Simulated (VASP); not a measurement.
# Si (Fd-3m) in VASP: single point with pbesol exchange, pbe correlation

Aim: the single point of Si with pbesol exchange, pbe correlation.

Program: VASP 6.6.1. These are calculated values, not measurements. Logs are shortened: lines on timing, memory, paths and dates and some standing lists are left out, and cuts for length are marked.

### Step 1. The cell of the first run

Symmetry: Fd-3m, No. 227, cubic system. Conventional cell: a = 5.444 Å, b = 5.444 Å, c = 5.444 Å, α = 90.00°, β = 90.00°, γ = 90.00°. Within 3.1 Å of Si (site symmetry -43m) lie 4 Si at 2.36 Å.

### Step 2. Single point, pbesol exchange, pbe correlation, non-collinear spin, typed start

The input, INCAR:

```
SYSTEM = Si
  ALGO = Normal
  EDIFF = 1E-6
  ENCUT = 500
  GGA = LIBXC
  GGA_COMPAT = .False.
  ISIF = 2
  ISMEAR = 1
  LASPH = .True.
  LCHARG = .True.
  LIBXC1 = GGA_X_PBE_SOL
  LIBXC2 = GGA_C_PBE
  LNONCOLLINEAR = .True.
  LORBIT = 11
  LREAL = .False.
  LVHAR = .True.
  LWAVE = .False.
  MAGMOM = 0.5 0 0 0.5 0 0
  NBANDS = 20
  NELM = 200
  PREC = Accurate
  SIGMA = 0.05
```

The input, KPOINTS:

```
k-points
0
Gamma
  6 6 6
  0 0 0
```

The input, POSCAR:

```
Si
1.0
    0.0000000000      2.7218511865      2.7218511865
    2.7218511865      0.0000000000      2.7218511865
    2.7218511865      2.7218511865      0.0000000000
Si
2
Direct
    0.5000000000      0.5000000000      0.5000000000
    0.7500000000      0.7500000000      0.7500000000
```

Potentials or basis: VASP PAW PBE potentials, release 64 (Si).

Run with:

```bash
cat potpaw_PBE.64/Si/POTCAR > POTCAR
mpirun -np 1 vasp_ncl > vasp.out
```

OUTCAR:

```text
SYSTEM = Si
   EDIFF = 1E-6
   ENCUT = 500
   GGA = LIBXC
   ISIF = 2
   ISMEAR = 1
   LASPH = .True.
   LNONCOLLINEAR = .True.
   LORBIT = 11
   LREAL = .False.
   NELM = 200
   PREC = Accurate

 ion  position               nearest neighbor table
   1  0.500  0.500  0.500-   2 2.36   2 2.36   2 2.36   2 2.36
   2  0.750  0.750  0.750-   1 2.36   1 2.36   1 2.36   1 2.36

  LATTYP: Found a face centered cubic cell.
 ALAT       =     5.4437023730

  Lattice vectors:

 A1 = (   0.0000000000,   2.7218511865,   2.7218511865)
 A2 = (   2.7218511865,   0.0000000000,   2.7218511865)
 A3 = (   2.7218511865,   2.7218511865,   0.0000000000)

Analysis of symmetry for initial positions (statically):
=====================================================================
 Subroutine PRICEL returns:
 Original cell was already a primitive cell.

 Routine SETGRP: Setting up the symmetry group for a
 face centered cubic supercell.

 Subroutine GETGRP returns: Found 48 space group operations
 (whereof 24 operations were pure point group operations)
 out of a pool of 48 trial point group operations.

The static configuration has the point symmetry T_d .
 The point group associated with its full space group is O_h .

Analysis of symmetry for dynamics (positions and initial velocities):
=====================================================================
 Subroutine PRICEL returns:
 Original cell was already a primitive cell.

 Routine SETGRP: Setting up the symmetry group for a
 face centered cubic supercell.

 Subroutine GETGRP returns: Found 48 space group operations
 (whereof 24 operations were pure point group operations)
 out of a pool of 48 trial point group operations.

The dynamic configuration has the point symmetry T_d .
 The point group associated with its full space group is O_h .

Analysis of structural, dynamic, and magnetic symmetry:
=====================================================================
 Subroutine PRICEL returns:
 Original cell was already a primitive cell.

 Routine SETGRP: Setting up the symmetry group for a
 face centered cubic supercell.

 Subroutine GETGRP returns: Found  8 space group operations
 (whereof  4 operations were pure point group operations)
 out of a pool of 48 trial point group operations.

The overall configuration has the point symmetry S_4 .
 The point group associated with its full space group is C_4h.

 Subroutine INISYM returns: Found  8 space group operations
 (whereof  4 operations are pure point group operations),
 and found     1 'primitive' translations

----------------------------------------------------------------------------------------

                                     Primitive cell

  volume of cell :      40.3295

  direct lattice vectors                    reciprocal lattice vectors
     0.000000000  2.721851186  2.721851186    -0.183698507  0.183698507  0.183698507
     2.721851186  0.000000000  2.721851186     0.183698507 -0.183698507  0.183698507
     2.721851186  2.721851186  0.000000000     0.183698507  0.183698507 -0.183698507

  length of vectors
     3.849278863  3.849278863  3.849278863     0.318175148  0.318175148  0.318175148

  position of ions in fractional coordinates (direct lattice)
     0.500000000  0.500000000  0.500000000
     0.750000000  0.750000000  0.750000000

  ion indices of the primitive-cell ions
   primitive index   ion index
                 1           1
                 2           2

----------------------------------------------------------------------------------------

 KPOINTS: k-points

Automatic generation of k-mesh.
 Grid dimensions read from file:
 generate k-points for:    6    6    6

 Generating k-lattice:

  Cartesian coordinates                     Fractional coordinates (reciprocal lattice)
    -0.030616418  0.030616418  0.030616418     0.166666667  0.000000000  0.000000000
     0.030616418 -0.030616418  0.030616418     0.000000000  0.166666667  0.000000000
     0.030616418  0.030616418 -0.030616418     0.000000000  0.000000000  0.166666667

  Length of vectors
     0.053029191  0.053029191  0.053029191

  Shift w.r.t. Gamma in fractional coordinates (k-lattice)
     0.000000000  0.000000000  0.000000000

 Subroutine IBZKPT returns following result:
 ===========================================

 Found     36 irreducible k-points:

 Following reciprocal coordinates:
            Coordinates               Weight
  0.000000  0.000000  0.000000      1.000000
  0.166667  0.000000  0.000000      8.000000
  0.333333  0.000000  0.000000      8.000000
  0.500000  0.000000  0.000000      4.000000
  0.166667  0.166667  0.000000      4.000000
  0.000000  0.166667  0.166667      2.000000
[... 16 lines left out ...]
 -0.333333  0.333333  0.000000      8.000000
  0.000000 -0.333333  0.333333      4.000000
 [... further k-points ...]
   k-points           NKPTS =     36   k-points in BZ     NKDIM =     36   number of bands    NBANDS=     20
   number of dos      NEDOS =    301   number of ions     NIONS =      2
   total plane-waves  NPLWV =  21952
   dimension x,y,z NGX =    28 NGY =   28 NGZ =   28
   dimension x,y,z NGXF=    56 NGYF=   56 NGZF=   56
   ions per type =               2
   NGX,Y,Z   is equivalent  to a cutoff of  12.09, 12.09, 12.09 a.u.
   NGXF,Y,Z  is equivalent  to a cutoff of  24.19, 24.19, 24.19 a.u.
 SYSTEM =  Si
   PREC   = accura    normal or accurate (medium, high low for compatibility)
   ISTART =      0    job   : 0-new  1-cont  2-samecut
   ICHARG =      2    charge: 1-file 2-atom 10-const
   ISPIN  =      1    spin polarized calculation?
   LNONCOLLINEAR =      T non collinear calculations
   LSORBIT =      F    spin-orbit coupling
   LASPH  =      T    aspherical Exc in radial PAW
   ENCUT  =  500.0 eV  36.75 Ry    6.06 a.u.   7.02  7.02  7.02*2*pi/ulx,y,z
   NELM   =    200;   NELMIN=  2; NELMDL= -5     # of ELM steps
   EDIFF  = 0.1E-05   stopping-criterion for ELM
   LREAL  =      F    real-space projection
   EDIFFG = 0.1E-04   stopping-criterion for IOM
   NSW    =      0    number of steps for IOM
   IBRION =     -1    ionic relax: 0-MD 1-quasi-New 2-CG
   NFREE  =      0    steps in history (QN), initial steepest desc. (CG)
   ISIF   =      2    stress and relaxation
   ISYM   =      2    0-nonsym 1-usesym 2-fastsym
   POTIM  = 0.5000    time-step for ionic-motion
   TEBEG  =    0.0;   TEEND  =   0.0 temperature during run
   PSTRESS=    0.0 pullay stress
   NELECT =       8.0000    total number of electrons
   NUPDOWN=      -1.0000    fix difference up-down
   EMIN   =  10.00;   EMAX   =-10.00  energy-range for DOS
   EFERMI =   0.00;   METHOD = LEGACY
   ISMEAR =     1;   SIGMA  =   0.05  broadening in eV -4-tet -1-fermi 0-gaus
   EFERMI_NEDOS =   21; number of points for ismear=-14 and -15
   IALGO  =     38    algorithm
   IMIX   =      4    mixing-type and parameters
     AMIX     =   0.40;   BMIX     =  1.00
     AMIX_MAG =   1.60;   BMIX_MAG =  1.00
  volume/ion in A,a.u.               =      20.16       136.08
  Fermi-wavevector in a.u.,A,eV,Ry     =   0.954766  1.804247 12.402783  0.911579
  Thomas-Fermi vector in A             =   2.083543
   LORBIT       =     11    0 simple, 1 ext, 2 COOP (PROOUT), +10 PAW based schemes
   GGA     = LIBXC    functional components
   LHFCALC =     F    Hartree Fock is set to
   AEXX    =    0.0000 exact exchange contribution
   IVDW    =     0    specifies the selected vdW correction
   LEPSILON=     F    determine dielectric tensor
   LRPA    =     F    only Hartree local field effects (RPA)
 Methfessel and Paxton  Order N= 1 SIGMA  =   0.05
  energy-cutoff  :      500.00
  volume of cell :       40.33
 maximum number of plane-waves:      2068
   NGX = 13   NGY = 13   NGZ = 13

 number of electron       8.0000000 magnetization       1.0000000      0.0000000      0.0000000

 number of electron       8.0000001 magnetization      -0.0051688     -0.0000000     -0.0000000

 number of electron       8.0000001 magnetization       0.0004320     -0.0000000     -0.0000000

 number of electron       8.0000001 magnetization      -0.0000975      0.0000000      0.0000000

 Free energy of the ion-electron system (eV)
  ---------------------------------------------------
  ext. energy  EPLUGINS =         0.00000000
  ---------------------------------------------------
  free energy    TOTEN  =       -11.66996761 eV

  energy without entropy =      -11.67000788  energy(sigma->0) =      -11.66998103

 E-fermi :   5.8095     XC(G=0):  -9.5585

 val. band max:        5.7674096809   @ k =   0.0000   0.0000   0.0000
 cond. band min:       6.2971771864   @ k =   0.5000   0.5000   0.0000
 fundamental gap:      0.5297675055
 Fermi energy:         5.8094869593

 k-point     1 :       0.0000    0.0000    0.0000
  band No.  band energies     occupation
      1      -6.1966      1.00000
      2      -6.1965      1.00000
      3       5.7674      1.00007
      4       5.7674      1.00007
      5       5.7674      1.00007
      6       5.7674      0.99993
[... 12 lines left out ...]
     19      13.3848      0.00000
     20      13.3848      0.00000
[... 507 lines left out ...]
 k-point    24 :       0.0000   -0.3333    0.3333
  band No.  band energies     occupation
      1      -2.9194      1.00000
      2      -2.9194      1.00000
      3      -1.0049      1.00000
      4      -1.0048      1.00000
      5       1.2776      1.00000
      6       1.2776      1.00000
[... 12 lines left out ...]
     19      13.3011      0.00000
     20      13.3012      0.00000

 [... further k-points ...]
[... 5 lines left out ...]
  --------------------------------------------------------------------------------------
  -------------------------------------------------------------------------------------
  Total       -0.2440493     -0.2440493     -0.2440493      0.0000000     -0.0000000     -0.0000000
  in kB       -9.6953850     -9.6953837     -9.6953837      0.0000000     -0.0000002     -0.0000000
  external PRESSURE =      -9.6953841 kB  Pullay stress =       0.0000000 kB

 VOLUME and BASIS-vectors are now :
 -----------------------------------------------------------------------------
  energy-cutoff  :      500.00
  volume of cell :       40.33
      direct lattice vectors                 reciprocal lattice vectors
     0.000000000  2.721851186  2.721851186    -0.183698507  0.183698507  0.183698507
     2.721851186  0.000000000  2.721851186     0.183698507 -0.183698507  0.183698507
     2.721851186  2.721851186  0.000000000     0.183698507  0.183698507 -0.183698507

 POSITION                                       TOTAL-FORCE (eV/Angst)
 -----------------------------------------------------------------------------------
      2.72185      2.72185      2.72185         0.000000      0.000000     -0.000000
      4.08278      4.08278      4.08278         0.000000      0.000000      0.000000
 -----------------------------------------------------------------------------------
    total drift:                               -0.000000      0.000000     -0.000000

  FREE ENERGIE OF THE ION-ELECTRON SYSTEM (eV)
  ---------------------------------------------------
  free  energy   TOTEN  =       -11.6699676123 eV

  energy  without entropy=      -11.6700078756  energy(sigma->0) =      -11.66998103

 total charge

# of ion       s       p       d       tot
------------------------------------------
    1        0.747   0.934   0.000   1.681
    2        0.747   0.934   0.000   1.681
--------------------------------------------------
tot          1.495   1.867   0.000   3.362

 magnetization (x)

# of ion       s       p       d       tot
------------------------------------------
    1        0.000   0.000   0.000   0.000
    2        0.000   0.000   0.000   0.000
--------------------------------------------------
tot          0.000   0.000   0.000   0.000

 magnetization (y)

# of ion       s       p       d       tot
------------------------------------------
    1        0.000   0.000   0.000   0.000
    2        0.000   0.000   0.000   0.000
--------------------------------------------------
tot          0.000   0.000   0.000   0.000

 magnetization (z)

# of ion       s       p       d       tot
------------------------------------------
    1        0.000   0.000   0.000   0.000
    2        0.000   0.000   0.000   0.000
--------------------------------------------------
tot          0.000   0.000   0.000   0.000
```

Wall time 80 s (1 thread of AMD EPYC 7R43 (Zen 3), shared host); peak memory 0.21 GiB.

What came out:

- Free energy: -11.6700 eV
- Pressure: -1.0 GPa
- Band gap on the k mesh: 0.53 eV (least direct gap 2.47 eV)
- Net moment: 0.00 μB per cell
- Valence electrons inside the program's atomic spheres: Si 1.68

Moments on the atoms (μB; x, y, z):
```
Si  0.00 0.00 0.00
Si  0.00 0.00 0.00
```

Caveat: the PAW data sets were made with another functional, which shifts forces and pressure a little. A k mesh can miss the band edges.
